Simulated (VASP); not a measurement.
Crystal: AlAs.

```
Al As
1.0
     0.00000    2.83892    2.83892
     2.83892    0.00000    2.83892
     2.83892    2.83892    0.00000
Al As
1 1
Direct
  0.00000 0.00000 0.00000
  0.25000 0.25000 0.25000
```

Base run:

- Program: VASP 6.6.1
- Functional: r2SCAN
- Potentials or basis: VASP PAW PBE potentials, release 64 (Al, As)
- Cutoff: 550 eV
- k mesh: 8 × 8 × 8
- Occupations: gaussian, width 0.01 eV
- Spin: no spin polarisation

Its results: band gap on the k mesh 1.81 eV, indirect (least direct gap 2.63 eV); pressure 0.0 GPa.

The run is repeated on the same cell with these changes: functional from r2SCAN to PBE; cutoff from 550 eV to 500 eV; occupations from gaussian, width 0.01 eV to fermi-dirac, width 0.02 eV. What comes out?

Band gap on the k mesh 1.45 eV, indirect (least direct gap 1.99 eV); pressure 2.1 GPa.

Caveats: the PAW data sets were made with another functional, which shifts forces and pressure a little (some runs).

A k mesh can miss the band edges.
